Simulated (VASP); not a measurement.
# As in VASP: further runs

Runs on As. Level: LDA. Tasks: single point.

Program: VASP 6.6.1. These are calculated values, not measurements. Logs are shortened: lines on timing, memory, paths and dates and some standing lists are left out, and cuts for length are marked.

## 1. The cell of the first run

The cell holds a slab with vacuum, 2 atoms: a = 3.463 Å, b = 3.463 Å, c = 28.000 Å, α = 90.00°, β = 90.00°, γ = 120.00°.

## 2. Single point, LDA

Contents of INCAR:

```
SYSTEM = As
PREC = Accurate
ENCUT = 520
EDIFF = 1E-6
ISMEAR = 0
SIGMA = 0.02
LREAL = .FALSE.
LASPH = .TRUE.
NELM = 60
ALGO = Normal
ISIF = 2
LWAVE = .FALSE.
LCHARG = .FALSE.
LDIPOL = .TRUE.
IDIPOL = 3
DIPOL = 0.5 0.5 0.500
NBANDS = 12
```

Contents of KPOINTS:

```
regular mesh
0
G
  9 9 1
  0 0 0
```

Contents of POSCAR:

```
As
1.0
    3.4630000000      0.0000000000      0.0000000000
   -1.7315000000      2.9990459733      0.0000000000
    0.0000000000      0.0000000000     28.0000000000
As
2
Direct
    0.3333333333      0.6666666667      0.5264285714
    0.6666666667      0.3333333333      0.4735714286
```

Potentials or basis: VASP PAW LDA potentials, release 64 (As).

The run is started by

```bash
cat potpaw_LDA.64/As/POTCAR > POTCAR
mpirun -np 1 vasp_std > vasp.out
```

OUTCAR:

```text
SYSTEM = As
   PREC = Accurate
   ENCUT = 520
   EDIFF = 1E-6
   ISMEAR = 0
   LREAL = .FALSE.
   LASPH = .TRUE.
   NELM = 60
   ISIF = 2

 ion  position               nearest neighbor table
   1  0.333  0.667  0.526-   2 2.49   2 2.49   2 2.49
   2  0.667  0.333  0.474-   1 2.49   1 2.49   1 2.49

  LATTYP: Found a hexagonal cell.
 ALAT       =     3.4630000000
 C/A-ratio  =     8.0854750217

  Lattice vectors:

 A1 = (   3.4630000000,   0.0000000000,   0.0000000000)
 A2 = (  -1.7315000000,   2.9990459733,   0.0000000000)
 A3 = (   0.0000000000,   0.0000000000,  28.0000000000)

Analysis of symmetry for initial positions (statically):
=====================================================================
 Subroutine PRICEL returns:
 Original cell was already a primitive cell.

 Routine SETGRP: Setting up the symmetry group for a
 hexagonal supercell.

 Subroutine GETGRP returns: Found 12 space group operations
 (whereof 12 operations were pure point group operations)
 out of a pool of 24 trial point group operations.

The static configuration has the point symmetry D_3d.

Analysis of symmetry for dynamics (positions and initial velocities):
=====================================================================
 Subroutine PRICEL returns:
 Original cell was already a primitive cell.

 Routine SETGRP: Setting up the symmetry group for a
 hexagonal supercell.

 Subroutine GETGRP returns: Found 12 space group operations
 (whereof 12 operations were pure point group operations)
 out of a pool of 24 trial point group operations.

The dynamic configuration has the point symmetry D_3d.

 Subroutine INISYM returns: Found 12 space group operations
 (whereof 12 operations are pure point group operations),
 and found     1 'primitive' translations

----------------------------------------------------------------------------------------

                                     Primitive cell

  volume of cell :     290.7995

  direct lattice vectors                    reciprocal lattice vectors
     3.463000000  0.000000000  0.000000000     0.288766965  0.166719685  0.000000000
    -1.731500000  2.999045973  0.000000000     0.000000000  0.333439370  0.000000000
     0.000000000  0.000000000 28.000000000     0.000000000  0.000000000  0.035714286

  length of vectors
     3.463000000  3.463000000 28.000000000     0.333439370  0.333439370  0.035714286

  position of ions in fractional coordinates (direct lattice)
     0.333333333  0.666666667  0.526428571
     0.666666667  0.333333333  0.473571429

  ion indices of the primitive-cell ions
   primitive index   ion index
                 1           1
                 2           2

----------------------------------------------------------------------------------------

 KPOINTS: regular mesh

Automatic generation of k-mesh.
 Grid dimensions read from file:
 generate k-points for:    9    9    1

 Generating k-lattice:

  Cartesian coordinates                     Fractional coordinates (reciprocal lattice)
     0.032085218  0.018524409  0.000000000     0.111111111 -0.000000000  0.000000000
     0.000000000  0.037048819  0.000000000     0.000000000  0.111111111  0.000000000
     0.000000000  0.000000000  0.035714286     0.000000000  0.000000000  1.000000000

  Length of vectors
     0.037048819  0.037048819  0.035714286

  Shift w.r.t. Gamma in fractional coordinates (k-lattice)
     0.000000000  0.000000000  0.000000000

 Subroutine IBZKPT returns following result:
 ===========================================

 Found     12 irreducible k-points:

 Following reciprocal coordinates:
            Coordinates               Weight
  0.000000  0.000000  0.000000      1.000000
  0.111111  0.000000  0.000000      6.000000
  0.222222 -0.000000  0.000000      6.000000
  0.333333 -0.000000  0.000000      6.000000
  0.444444 -0.000000  0.000000      6.000000
  0.111111  0.111111  0.000000      6.000000
  0.222222  0.111111  0.000000     12.000000
  0.333333  0.111111  0.000000     12.000000
  0.444444  0.111111  0.000000      6.000000
  0.222222  0.222222  0.000000      6.000000
  0.333333  0.222222  0.000000     12.000000
  0.333333  0.333333  0.000000      2.000000
   k-points           NKPTS =     12   k-points in BZ     NKDIM =     12   number of bands    NBANDS=     12
   number of dos      NEDOS =    301   number of ions     NIONS =      2
   total plane-waves  NPLWV = 164640
   dimension x,y,z NGX =    28 NGY =   28 NGZ =  210
   dimension x,y,z NGXF=    56 NGYF=   56 NGZF=  420
   ions per type =               2
   NGX,Y,Z   is equivalent  to a cutoff of  13.44, 13.44, 12.47 a.u.
   NGXF,Y,Z  is equivalent  to a cutoff of  26.88, 26.88, 24.94 a.u.
 SYSTEM =  As
   PREC   = accura    normal or accurate (medium, high low for compatibility)
   ISTART =      0    job   : 0-new  1-cont  2-samecut
   ICHARG =      2    charge: 1-file 2-atom 10-const
   ISPIN  =      1    spin polarized calculation?
   LNONCOLLINEAR =      F non collinear calculations
   LSORBIT =      F    spin-orbit coupling
   LASPH  =      T    aspherical Exc in radial PAW
   ENCUT  =  520.0 eV  38.22 Ry    6.18 a.u.   6.44  6.44 52.06*2*pi/ulx,y,z
   NELM   =     60;   NELMIN=  2; NELMDL= -5     # of ELM steps
   EDIFF  = 0.1E-05   stopping-criterion for ELM
   LREAL  =      F    real-space projection
   EDIFFG = 0.1E-04   stopping-criterion for IOM
   NSW    =      0    number of steps for IOM
   IBRION =     -1    ionic relax: 0-MD 1-quasi-New 2-CG
   NFREE  =      0    steps in history (QN), initial steepest desc. (CG)
   ISIF   =      2    stress and relaxation
   ISYM   =      2    0-nonsym 1-usesym 2-fastsym
   POTIM  = 0.5000    time-step for ionic-motion
   TEBEG  =    0.0;   TEEND  =   0.0 temperature during run
   PSTRESS=    0.0 pullay stress
   NELECT =      10.0000    total number of electrons
   NUPDOWN=      -1.0000    fix difference up-down
   EMIN   =  10.00;   EMAX   =-10.00  energy-range for DOS
   EFERMI =   0.00;   METHOD = LEGACY
   ISMEAR =     0;   SIGMA  =   0.02  broadening in eV -4-tet -1-fermi 0-gaus
   EFERMI_NEDOS =   21; number of points for ismear=-14 and -15
   IALGO  =     38    algorithm
   IMIX   =      4    mixing-type and parameters
     AMIX     =   0.40;   BMIX     =  1.00
     AMIX_MAG =   1.60;   BMIX_MAG =  1.00
  volume/ion in A,a.u.               =     145.40       981.21
  Fermi-wavevector in a.u.,A,eV,Ry     =   0.532366  1.006026  3.856075  0.283414
  Thomas-Fermi vector in A             =   1.555819
   LORBIT       =      0    0 simple, 1 ext, 2 COOP (PROOUT), +10 PAW based schemes
   GGA     = CA    functional components
   LHFCALC =     F    Hartree Fock is set to
   AEXX    =    0.0000 exact exchange contribution
   IVDW    =     0    specifies the selected vdW correction
   LEPSILON=     F    determine dielectric tensor
   LRPA    =     F    only Hartree local field effects (RPA)
 non-spin polarized calculation
 Gauss-broadening in eV      SIGMA  =   0.02
  energy-cutoff  :      520.00
  volume of cell :      290.80
 maximum number of plane-waves:      7891
 NGX is ok and might be reduce to    28
   NGX = 13   NGY = 13   NGZ =105

 number of electron      10.0000000 magnetization

 dipolmoment           0.000000      0.000000     -0.000000 electrons x Angstroem

 Free energy of the ion-electron system (eV)
  ---------------------------------------------------
  ext. energy  EPLUGINS =         0.00000000
  ---------------------------------------------------
  free energy    TOTEN  =       -10.40759059 eV

  energy without entropy =      -10.40759059  energy(sigma->0) =      -10.40759059

 E-fermi :  -3.1841     XC(G=0):  -2.0013

 val. band max:       -3.3416399668   @ k =   0.0000   0.0000   0.0000
 cond. band min:      -2.5007935184   @ k =   0.3333  -0.0000   0.0000
 fundamental gap:      0.8408464484
 Fermi energy:        -3.1840750168

 k-point     1 :       0.0000    0.0000    0.0000
  band No.  band energies     occupation
      1     -17.8040      2.00000
      2     -11.6273      2.00000
      3      -5.1025      2.00000
      4      -3.3416      2.00000
      5      -3.3416      2.00000
      6      -1.3038      0.00000
      7      -0.0469      0.00000
      8      -0.0469      0.00000
      9       0.9444      0.00000
     10       1.1919      0.00000
     11       1.5792      0.00000
     12       1.8340      0.00000

 k-point     2 :       0.1111    0.0000    0.0000
  band No.  band energies     occupation
      1     -17.6226      2.00000
      2     -11.5521      2.00000
      3      -4.9853      2.00000
      4      -4.8743      2.00000
      5      -3.7486      2.00000
      6      -0.9326      0.00000
      7       0.0023      0.00000
      8       0.2857      0.00000
      9       1.3077      0.00000
     10       1.4243      0.00000
     11       1.7863      0.00000
     12       2.0583      0.00000

 k-point     3 :       0.2222   -0.0000    0.0000
  band No.  band energies     occupation
      1     -17.0876      2.00000
      2     -11.4605      2.00000
      3      -6.8392      2.00000
      4      -4.7462      2.00000
      5      -4.4921      2.00000
      6      -2.0020      0.00000
      7       0.5783      0.00000
      8       0.6647      0.00000
      9       1.6288      0.00000
     10       2.0646      0.00000
     11       2.4026      0.00000
     12       2.6336      0.00000
[... 106 lines left out ...]
 k-point    11 :       0.3333    0.2222    0.0000
  band No.  band energies     occupation
      1     -14.7752      2.00000
      2     -13.0527      2.00000
      3      -8.0382      2.00000
      4      -6.7996      2.00000
      5      -5.5830      2.00000
      6      -1.9858      0.00000
      7      -0.3716      0.00000
      8       0.6644      0.00000
      9       3.7078      0.00000
     10       4.4242      0.00000
     11       4.5916      0.00000
     12       5.3099      0.00000

 k-point    12 :       0.3333    0.3333    0.0000
  band No.  band energies     occupation
      1     -13.8638      2.00000
      2     -13.8638      2.00000
      3      -8.4728      2.00000
      4      -6.1641      2.00000
      5      -6.1641      2.00000
      6      -2.4882      0.00000
      7       0.3580      0.00000
      8       0.3580      0.00000
      9       4.0162      0.00000
     10       5.4775      0.00000
     11       5.4775      0.00000
     12       6.1451      0.00000

------------------------ aborting loop because EDIFF is reached ----------------------------------------

 vacuum level on the upper side and lower side of the slab       (xc-potential included)        -0.007        -0.007

  FORCE on cell =-STRESS in cart. coord.  units (eV):
  Direction    XX          YY          ZZ          XY          YZ          ZX
  --------------------------------------------------------------------------------------
  -------------------------------------------------------------------------------------
  Total        0.2918434      0.2918434     -1.5193642      0.0000000     -0.0000000     -0.0000000
  in kB        1.6079289      1.6079289     -8.3710286      0.0000000     -0.0000000     -0.0000000
  external PRESSURE =      -1.7183903 kB  Pullay stress =       0.0000000 kB

 VOLUME and BASIS-vectors are now :
 -----------------------------------------------------------------------------
  energy-cutoff  :      520.00
  volume of cell :      290.80
      direct lattice vectors                 reciprocal lattice vectors
     3.463000000  0.000000000  0.000000000     0.288766965  0.166719685  0.000000000
    -1.731500000  2.999045973  0.000000000     0.000000000  0.333439370  0.000000000
     0.000000000  0.000000000 28.000000000     0.000000000  0.000000000  0.035714286

 POSITION                                       TOTAL-FORCE (eV/Angst)
 -----------------------------------------------------------------------------------
     -0.00000      1.99936     14.74000         0.000000      0.000000     -1.026015
      1.73150      0.99968     13.26000        -0.000000      0.000000      1.026015
 -----------------------------------------------------------------------------------
    total drift:                               -0.000000     -0.000000     -0.000000

  FREE ENERGIE OF THE ION-ELECTRON SYSTEM (eV)
  ---------------------------------------------------
  free  energy   TOTEN  =       -10.4075905853 eV

  energy  without entropy=      -10.4075905853  energy(sigma->0) =      -10.40759059

 vacuum level on the upper side and lower side of the slab         1.456         1.456
```

Wall time 26 s (1 thread of Intel Xeon 6975P-C (Granite Rapids), shared host); peak memory 0.3 GiB.

Results:

```
Free energy            : -10.4076 eV
Largest force          : 1.026 eV/Å
Band gap on the k mesh : 0.84 eV, indirect (least direct gap 2.04 eV)
```

Forces on the atoms (eV/Å):
```
As   0.000  0.000 -1.026
As   0.000  0.000  1.026
```

## 3. Single point, LDA

INCAR: that of step 2 with these lines changed.

```diff
@@ -8,3 +8,3 @@
 LASPH = .TRUE.
-NELM = 60
+NELM = 80
 ALGO = Normal
```

Contents of KPOINTS:

```
Automatic mesh
0
G
  9 9 1
  0 0 0
```

Contents of POSCAR:

```
As
1.0
    3.4630000000      0.0000000000      0.0000000000
   -1.7315000000      2.9990459733      0.0000000000
    0.0000000000      0.0000000000     28.0000000000
As
2
Direct
    0.3333333333      0.6666666667      0.5370000000
    0.6666666667      0.3333333333      0.4630000000
```

Potentials or basis: VASP PAW LDA potentials, release 64 (As).

The run is started by

```bash
cat potpaw_LDA.64/As/POTCAR > POTCAR
mpirun -np 1 vasp_std > vasp.out
```

Wall time 28 s (1 thread of Intel Xeon 6975P-C (Granite Rapids), shared host); peak memory 0.31 GiB.

Results (log left out):

```yaml
Free_energy: -8.7413 eV
Largest_force: 2.943 eV/Å
Band_gap_on_the_k_mesh: zero (band 5 reaches -1.61 eV, above the bottom of band 6 at -3.64 eV)
```

Forces on the atoms (eV/Å):
```
As   0.000  0.000 -2.943
As   0.000  0.000  2.943
```

Levels at points of the mesh, in eV from the Fermi level:
```csv
k point,band 1,band 2,band 3,band 4,band 5,band 6,band 7,band 8,band 9,band 10
"(0.00, 0.00, 0.00)",-12.88,-9.78,-2.89,1.34,1.48,1.48,3.05,3.05,4.10,4.44
```

## 4. Single point, LDA

Contents of INCAR:

```
SYSTEM = As
ALGO = Normal ; DIPOL = 0.5 0.5 0.500
EDIFF = 1E-6 ; ENCUT = 520
GGA = CA ; IDIPOL = 3
ISIF = 2 ; ISMEAR = 0
LASPH = .TRUE. ; LCHARG = .FALSE.
LDIPOL = .TRUE. ; LREAL = .FALSE.
LWAVE = .FALSE. ; NBANDS = 12
NELM = 100 ; PREC = Accurate
SIGMA = 0.02
```

Contents of KPOINTS:

```
k-points
0
G
  9 9 1
  0 0 0
```

Contents of POSCAR:

```
As
1.0
    3.4630000000      0.0000000000      0.0000000000
   -1.7315000000      2.9990459733      0.0000000000
    0.0000000000      0.0000000000     28.0000000000
As
2
Direct
    0.3333333333      0.6666666667      0.5264285714
    0.6666666667      0.3333333333      0.4735714286
```

The run is started by

```bash
cat potpaw_LDA.64/As/POTCAR > POTCAR
mpirun -np 1 vasp_std > vasp.out
```

Wall time 28 s (1 thread of Intel Xeon 6975P-C (Granite Rapids), shared host); peak memory 0.3 GiB.

It converged, with:

```yaml
Free_energy: -10.4076 eV
Largest_force: 1.026 eV/Å
Band_gap_on_the_k_mesh: 0.84 eV, indirect (least direct gap 2.04 eV)
```

Forces in eV/Å, atoms in the order of the input:
```
As   0.000  0.000 -1.026
As   0.000  0.000  1.026
```

Levels at points of the mesh, in eV from the valence-band top:
| k point | band 2 | band 3 | band 4 | band 5 | band 6 | band 7 | band 8 | band 9 |
| --- | --- | --- | --- | --- | --- | --- | --- | --- |
| (0.00, 0.00, 0.00) | -8.29 | -1.76 | 0.00 | 0.00 | 2.04 | 3.29 | 3.29 | 4.29 |

(Part 1 of 2 ends here.)
